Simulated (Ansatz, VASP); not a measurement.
## BeZn3Se4 in VASP and in Ansatz

```
Be Zn Se
1.0
     5.47644    0.00000    0.00000
     0.00000    5.47644    0.00000
     0.00000    0.00000    5.47644
Be Zn Se
1 3 4
Direct
  0.00000 0.00000 0.00000
  0.00000 0.50000 0.50000
  0.50000 0.00000 0.50000
  0.50000 0.50000 0.00000
  0.25000 0.25000 0.75000
  0.25000 0.75000 0.25000
  0.75000 0.25000 0.25000
  0.75000 0.75000 0.75000
```

Alike in both runs: task single point; functional PBE; k mesh 4 × 4 × 4; occupations gaussian, width 0.1 eV; no spin polarisation.

|  | VASP | Ansatz |
| --- | --- | --- |
| version | VASP 6.6.1 | Ansatz 0.2.0 |
| potentials or method | VASP PAW PBE potentials, release 64 (Be, Zn, Se), cutoff 520 eV | scalar-relativistic, plane waves, PAW |
| valence electrons in the cell | 62 | 102 |

|  | VASP | Ansatz | Ansatz less VASP |
| --- | --- | --- | --- |
| gap on the k mesh at the Fermi level (eV) | 2.04 | 2.03 | -0.005 |
| least direct gap on the mesh (eV) | 2.04 | 2.03 | -0.005 |
| pressure (GPa) | 5.9 | 5.6 | -0.29 |

With one functional, cell and mesh, what is left measures potentials, basis and numerics. VASP's potentials hold 62 valence electrons a cell and Ansatz's 102, so a difference there can come from the potentials and not from the codes.
